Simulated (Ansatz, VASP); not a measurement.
# ZnS: VASP beside Ansatz

POSCAR

```
ZnS
1.0
    3.8065185602      0.0000000000      0.0000000000
   -1.9032592801      3.2965417732      0.0000000000
    0.0000000000      0.0000000000      6.0574587974
Zn S
2 2
Direct
    0.3333333333      0.6666666667     -0.0015153939
    0.6666666667      0.3333333333      0.4984846061
    0.3333333333      0.6666666667      0.3765153939
    0.6666666667      0.3333333333      0.8765153939
```

The input INCAR.step1:

```
ALGO = Normal
EDIFF = 1E-4
ENCUT = 520
GGA = PE
ISMEAR = 0
LASPH = T
LCHARG = F
LREAL = F
LWAVE = T
NELM = 80
PREC = Accurate
SIGMA = 0.02
```

File INCAR.step2:

```
ALGO = Normal
EDIFF = 1E-6
EDIFFG = -0.008
ENCUT = 520
IBRION = 2
ISIF = 2
ISMEAR = 0
ISTART = 1
LASPH = T
LCHARG = F
LMIXTAU = T
LREAL = F
LWAVE = F
METAGGA = R2SCAN
NELM = 80
NSW = 60
PREC = Accurate
SIGMA = 0.02
```

File KPOINTS:

```
k-points
0
Gamma
  6 6 4
```

Input for Ansatz:

```yaml
crystal:
  lattice:
    - [3.8065185602, 0.0, 0.0]
    - [-1.9032592801, 3.2965417732, 0.0]
    - [0.0, 0.0, 6.0574587974]
  atoms:
    - { symbol: Zn, position: [0.3333333333, 0.6666666667, -0.0015153939] }
    - { symbol: Zn, position: [0.6666666667, 0.3333333333, 0.4984846061] }
    - { symbol: S, position: [0.3333333333, 0.6666666667, 0.3765153939] }
    - { symbol: S, position: [0.6666666667, 0.3333333333, 0.8765153939] }
basis:
  ecutwfc: 500
kpoints:
  mp_grid: { grid: [6, 6, 4] }
hamiltonian:
  xc: r2scan
scf:
  occupations: { method: gaussian, width: 0.02 }
output:
  forces: true
  stress: true
  eigenvalues: true
relax:
  adjacent_minimum: "off"
  f_tol: 0.008
  max_steps: 40
```

Change from the starting cell: strain along c alone, the other axes held, atoms relaxed: -3.0 %.

Alike in both runs: task relaxation of the atoms; functional r2SCAN; k mesh 6 × 6 × 4; occupations gaussian, width 0.02 eV; no spin polarisation.

|  | VASP | Ansatz |
| --- | --- | --- |
| version | VASP 6.6.1 | Ansatz 0.2.0 |
| potentials or method | VASP PAW PBE potentials, release 64 (Zn, S), cutoff 520 eV | scalar-relativistic, plane waves, PAW |
| valence electrons in the cell | 36 | 36 |

Ansatz gave:

```
gap on the k mesh at the Fermi level, each at its own relaxed structure (eV) : 2.94
```

Question: Which values does VASP return?

Answer: gap on the k mesh at the Fermi level, each at its own relaxed structure (eV): 2.95.

VASP's potentials were made for PBE, not for r2SCAN. Ansatz's warnings: stress scf threshold loose.
